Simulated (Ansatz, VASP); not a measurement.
# B: VASP beside Ansatz

The input INCAR:

```
SYSTEM = B
ALGO = Normal
EDIFF = 1E-6
ENCUT = 520
GGA = RP
ISIF = 2
ISMEAR = -1
LASPH = .TRUE.
LCHARG = .FALSE.
LREAL = .FALSE.
LWAVE = .FALSE.
NBANDS = 8
NELM = 80
PREC = Accurate
SIGMA = 0.1
```

KPOINTS

```
k-points
0
G
  21 21 21
  0 0 0
```

File POSCAR:

```
B
1.0
    0.0000000000      1.4212408973      1.4212408973
    1.4212408973      0.0000000000      1.4212408973
    1.4212408973      1.4212408973      0.0000000000
B
1
Direct
    0.0000000000      0.0000000000      0.0000000000
```

Input for Ansatz:

```yaml
crystal:
  lattice:
    - [0.0, 1.4212408973, 1.4212408973]
    - [1.4212408973, 0.0, 1.4212408973]
    - [1.4212408973, 1.4212408973, 0.0]
  atoms:
    - { symbol: B, position: [0.0, 0.0, 0.0] }
hamiltonian:
  xc: rpbe
  pseudopotentials:
    kind: paw
    azcp:
      B: "pseudopotentials/B.paw.azcp"
basis:
  ecutwfc: 420
  fft_grid_basis: typed
kpoints:
  mp_grid: { grid: [21, 21, 21], shift: [0, 0, 0] }
magnetization:
  spin_polarized: false
scf:
  occupations: { method: fermi_dirac, width: 0.1 }
  lower_state_search: "off"
output:
  stress: true
```

Alike in both runs: task single point; functional RPBE; k mesh 21 × 21 × 21; occupations fermi-dirac, width 0.1 eV; no spin polarisation.

|  | VASP | Ansatz |
| --- | --- | --- |
| version | VASP 6.6.1 | Ansatz 0.2.0 |
| potentials or method | VASP PAW PBE potentials, release 64 (B), cutoff 520 eV | plane waves (420 eV) with PAW, scalar-relativistic |
| valence electrons in the cell | 3 | 3 |

|  | VASP | Ansatz | Ansatz less VASP |
| --- | --- | --- | --- |
| pressure (GPa) | 11.5 | 11.7 | +0.19 |

VASP's potentials were made for PBE, not for RPBE.
